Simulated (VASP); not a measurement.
Wanted: the native input for a VASP 6.6.1 run.

| Property | Result |
| --- | --- |
| Task | electric field gradients |
| Functional | PBEsol |
| Potentials or basis | VASP PAW PBE potentials, release 64 (Ta_sv_GW, N) |
| Cutoff | 520 eV |
| k mesh | 12 × 12 × 10 |
| Occupations | fermi-dirac, width 0.02 eV |
| Spin | no spin polarisation |
| Dipole correction | no |
| Second run | valence_matched |
| Further INCAR settings | ALGO = Normal; EDIFF = 1e-08; NBANDS = 16 |

The structure of TaN lies in POSCAR:

```
TaN
1.0
    2.8780228691      0.0000000000      0.0000000000
   -1.4390114346      2.4924409174      0.0000000000
    0.0000000000      0.0000000000      2.8241467514
Ta N
1 1
Direct
    0.3333333333      0.6666666667      0.5000000000
    0.0000000000      0.0000000000      0.0000000000
```

This cell differs from its parent crystal: volume scaled by 0.94.

The input as run:

INCAR

```
ALGO = Normal ; EDIFF = 1E-8
ENCUT = 520 ; GGA = PS
GGA_COMPAT = False ; ISIF = 2
ISMEAR = -1 ; LASPH = True
LCHARG = False ; LEFG = True
LREAL = False ; LWAVE = False
NBANDS = 16 ; NELM = 120
PREC = Accurate ; SIGMA = 0.02
```

KPOINTS

```
k-points
0
Gamma
  12 12 10
```

Potentials or basis: VASP PAW PBE potentials, release 64 (Ta_sv_GW, N).

Run with:

```bash
$ cat potpaw_PBE.64/Ta_sv_GW/POTCAR potpaw_PBE.64/N/POTCAR > POTCAR
$ mpirun -np 1 vasp_std > vasp.out
```

Results of the run:

```json
{
 "Pressure": "19.3 GPa",
 "Band gap on the k mesh": "zero (band 9 reaches 13.63 eV, above the bottom of band 10 at 13.09 eV)"
}
```

Caveat: without QUAD_EFG the Cq values of the log hold for a quadrupole moment of 1 mb, not for the nuclei; the PAW data sets were made with another functional, which shifts forces and pressure a little; spin-orbit coupling is left out, which moves the levels of the heavy elements.

It took 67 s on 1 thread of AMD EPYC 7R43 64-Core Processor (Zen 3) (shared host), peak memory 0.14 GiB.
